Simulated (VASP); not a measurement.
Runs of VASP 6.6.1 on Al2Cu. The structure is that of space group I4/mmm (No. 139), or close to it. The cells are those of the table. 

```csv
cell,further INCAR settings,gap on the mesh (eV),pressure (GPa)
"a = 4.268 Å, angles 118.3, 118.3, 92.9°, 3 atoms",ALGO = Fast; EDIFF = 1e-07; NBANDS = 16,none,(b)
"a = 4.202 Å, angles 117.2, 117.2, 94.8°, 3 atoms",ALGO = Fast; EDIFF = 1e-06; NBANDS = 16,none,-7.7
"a = 4.169 Å, angles 116.7, 116.7, 95.8°, 3 atoms",ALGO = Fast; EDIFF = 1e-06; NBANDS = 16,none,-6.5
"a = 4.301 Å, angles 118.9, 118.9, 92.0°, 3 atoms",ALGO = Fast; EDIFF = 1e-07; NBANDS = 16,none,(a)
"a = 4.235 Å, angles 117.8, 117.8, 93.9°, 3 atoms",ALGO = Fast; EDIFF = 1e-07; NBANDS = 16,none,-8.8
```

Alike in all rows: task single point; level PBE; potentials or basis VASP PAW PBE potentials, release 64 (Al, Cu); no spin polarisation; k mesh 14 × 14 × 14; cutoff (eV) 520; smearing gaussian 0.15 eV.

Problem. Fill in the values left out.

Solution. (a) -10.4; (b) -9.8.

A gap of «none» marks levels without a gap at the run's occupations.
